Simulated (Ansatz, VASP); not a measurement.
## Sn2P3 in VASP and in Ansatz

```
Sn P
1.0
     3.42176    0.00000    0.00000
    -1.71088    2.96333    0.00000
     0.00000    0.00000   12.23062
Sn P
2 3
Direct
  0.33333 0.66667 0.15827
  0.66667 0.33333 0.84173
  0.00000 0.00000 0.00000
  0.33333 0.66667 0.54946
  0.66667 0.33333 0.45054
```

Alike in both runs: functional PBE; k mesh 12 × 12 × 4; occupations gaussian, width 0.1 eV; no spin polarisation.

Ansatz relaxed the structure, and its values are those at the end. VASP's run is a single point on that final structure, the one shown.

```csv
,VASP,Ansatz
version,VASP 6.6.1,Ansatz 0.2.0
potentials or method,"VASP PAW PBE potentials, release 64 (Sn_d, P), cutoff 520 eV","scalar-relativistic, plane waves, PAW"
valence electrons in the cell,43,43
```

VASP gave:

| Quantity | Value |
| --- | --- |
| gap on the k mesh at the Fermi level (eV) | none |
| pressure (GPa) | -0.1 |
| rms of the force components (eV/Å) | 0.021 |

**Question.** Estimate Ansatz's values.

**Answer.** gap on the k mesh at the Fermi level (eV): none; pressure (GPa): 0.0; rms of the force components (eV/Å): 0.001.

A gap of «none» marks a metal or a gap that the smearing closes.
